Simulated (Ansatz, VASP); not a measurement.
**MgS: VASP beside Ansatz**

The input INCAR:

```
SYSTEM = MgS
PREC     = Accurate       ! precision mode
ENCUT    = 520            ! plane-wave cutoff, eV
EDIFF    = 1E-6           ! SCF threshold, eV
ISMEAR   = 0              ! smearing method
SIGMA    = 0.05           ! smearing width, eV
LREAL    = .False.        ! projectors in reciprocal space
LASPH    = .True.         ! aspherical terms in the spheres
NELM     = 80             ! most SCF steps
ALGO     = Normal         ! electronic algorithm
ISIF     = 2              ! what is computed and relaxed
LWAVE    = .False.        ! write WAVECAR
LCHARG   = .False.        ! write CHGCAR
NBANDS   = 16             ! bands
```

File KPOINTS:

```
Automatic mesh
0
Gamma
  12 12 6
  0 0 0
```

POSCAR

```
MgS
1.0
    4.0346224100      0.0000000000      0.0000000000
   -2.0173112000      3.4940855000      0.0000000000
    0.0000000000      0.0000000000      6.4322941800
Mg S
2 2
Direct
    0.6666666700      0.3333333300      0.4957548500
    0.3333333300      0.6666666700      0.9957548500
    0.3333333300      0.6666666700      0.3792441500
    0.6666666700      0.3333333300      0.8792441500
```

Input for Ansatz:

```yaml
crystal:
  lattice:
    - [4.03462241, 0.0, 0.0]
    - [-2.0173112, 3.4940855, 0.0]
    - [0.0, 0.0, 6.43229418]
  atoms:
    - { symbol: Mg, position: [0.66666667, 0.33333333, 0.49575485] }
    - { symbol: Mg, position: [0.33333333, 0.66666667, 0.99575485] }
    - { symbol: S, position: [0.33333333, 0.66666667, 0.37924415] }
    - { symbol: S, position: [0.66666667, 0.33333333, 0.87924415] }
basis:
  ecutwfc: 420
kpoints:
  mp_grid: { grid: [12, 12, 6] }
hamiltonian:
  xc: lda
scf:
  occupations: { method: gaussian, width: 0.05 }
output:
  forces: true
  eigenvalues: true
  eigenstates:
    nscf_kmesh: { grid: [30, 30, 16] }
    top_band: c6
    de_dk: true
    localisation: true
  stress: true
checkpoint:
  write: ck
  compress: false
  write_wavefunctions: false
  write_every: 100000
```

Alike in both runs: task single point; functional LDA; k mesh 12 × 12 × 6; occupations gaussian, width 0.05 eV; no spin polarisation.

|  | VASP | Ansatz |
| --- | --- | --- |
| version | VASP 6.6.1 | Ansatz 0.2.0 |
| potentials or method | VASP PAW LDA potentials, release 64 (Mg, S), cutoff 520 eV | scalar-relativistic, plane waves, PAW |
| valence electrons in the cell | 16 | 32 |

|  | VASP | Ansatz | Ansatz less VASP |
| --- | --- | --- | --- |
| gap on the k mesh at the Fermi level (eV) | 3.16 | 3.15 | -0.010 |
| pressure (GPa) | -2.4 | -2.1 | +0.32 |
| traceless stress, the component that is largest in VASP (GPa) | -0.12 | -0.13 | -0.010 |
| rms of the force components (eV/Å) | 0.031 | 0.030 | -0.0010 |

LDA's correlation is that of Perdew and Zunger in VASP and of Perdew and Wang (1992) in Ansatz. Atom by atom the forces differ by 0.001 eV/Å (rms over components). VASP's potentials hold 16 valence electrons a cell and Ansatz's 32, so a difference there can come from the potentials and not from the codes.
